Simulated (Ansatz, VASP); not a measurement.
Two plane-wave programs on TiO2

```
Ti O
1.0
     1.48620    0.85806    4.86926
    -1.48620    0.85806    4.86926
     0.00000   -1.71612    4.86926
Ti O
1 2
Direct
  0.00000 0.00000 0.00000
  0.58178 0.58178 0.62023
  0.41822 0.41822 0.37977
```

Change from the starting cell: mode 7 frozen in at -0.066 Å and mode 9 at -0.085 Å (largest displacements).

Alike in both runs: task single point; functional PBE; dispersion D3(BJ); k mesh 12 × 12 × 12; occupations gaussian, width 0.05 eV; no spin polarisation.

|  | VASP | Ansatz |
| --- | --- | --- |
| version | VASP 6.6.1 | Ansatz 0.2.0 |
| potentials or method | VASP PAW PBE potentials, release 64 (Ti_sv, O), cutoff 520 eV | scalar-relativistic, plane waves, PAW |
| valence electrons in the cell | 24 | 24 |

|  | VASP | Ansatz | Ansatz less VASP |
| --- | --- | --- | --- |
| gap on the k mesh at the Fermi level (eV) | 2.06 | 2.08 | +0.020 |
| least direct gap on the mesh (eV) | 2.33 | 2.35 | +0.017 |
| pressure (GPa) | -8.4 | -9.0 | -0.60 |
| traceless stress, the component that is largest in VASP (GPa) | -6.01 | -5.91 | +0.101 |
| rms of the force components (eV/Å) | 0.776 | 0.799 | +0.0237 |

Atom by atom the forces differ by 0.028 eV/Å (rms over components).
